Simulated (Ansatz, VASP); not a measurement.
**In3Se in VASP and in Ansatz**

File INCAR:

```
PREC     = Accurate       # precision mode
ENCUT    = 520            # plane-wave cutoff, eV
EDIFF    = 1E-6           # SCF threshold, eV
ISMEAR   = 0              # smearing method
SIGMA    = 0.05           # smearing width, eV
LREAL    = F              # projectors in reciprocal space
LASPH    = T              # aspherical terms in the spheres
NELM     = 80             # most SCF steps
ALGO     = Normal         # electronic algorithm
ISIF     = 2              # what is computed and relaxed
LWAVE    = F              # write WAVECAR
LCHARG   = F              # write CHGCAR
GGA      = PE             # functional
NBANDS   = 30             # bands
```

KPOINTS

```
regular mesh
0
Gamma
  5 5 5
```

POSCAR

```
In3Se
1.0
    4.8037580000      0.0000000000      0.0000000000
    0.0000000000      4.8037580000      0.0000000000
    0.0000000000      0.0000000000      4.8037580000
In Se
3 1
Direct
    0.0000000000      0.5000000000      0.5000000000
    0.5000000000      0.0000000000      0.5000000000
    0.5000000000      0.5000000000      0.0000000000
    0.0000000000      0.0000000000      0.0000000000
```

Input for Ansatz:

```yaml
crystal:
  lattice:
    - [4.803758, 0.0, 0.0]
    - [0.0, 4.803758, 0.0]
    - [0.0, 0.0, 4.803758]
  atoms:
    - { symbol: In, position: [0.0, 0.5, 0.5] }
    - { symbol: In, position: [0.5, 0.0, 0.5] }
    - { symbol: In, position: [0.5, 0.5, 0.0] }
    - { symbol: Se, position: [0.0, 0.0, 0.0] }
basis:
  ecutwfc: 420
kpoints:
  mp_grid: { grid: [5, 5, 5] }
hamiltonian:
  xc: pbe
scf:
  occupations: { method: gaussian, width: 0.05 }
output:
  forces: true
  stress: true
  eigenvalues: true
```

Alike in both runs: task single point; functional PBE; k mesh 5 × 5 × 5; occupations gaussian, width 0.05 eV; no spin polarisation.

|  | VASP | Ansatz |
| --- | --- | --- |
| version | VASP 6.6.1 | Ansatz 0.2.0 |
| potentials or method | VASP PAW PBE potentials, release 64 (In_d, Se), cutoff 520 eV | scalar-relativistic, plane waves, PAW |
| valence electrons in the cell | 45 | 55 |

```tsv
	VASP	Ansatz	Ansatz less VASP
gap on the k mesh at the Fermi level (eV)	none	none	-
pressure (GPa)	0.2	0.2	+0.01
```

A gap of «none» marks a metal or a gap that the smearing closes. VASP's potentials hold 45 valence electrons a cell and Ansatz's 55, so a difference there can come from the potentials and not from the codes.
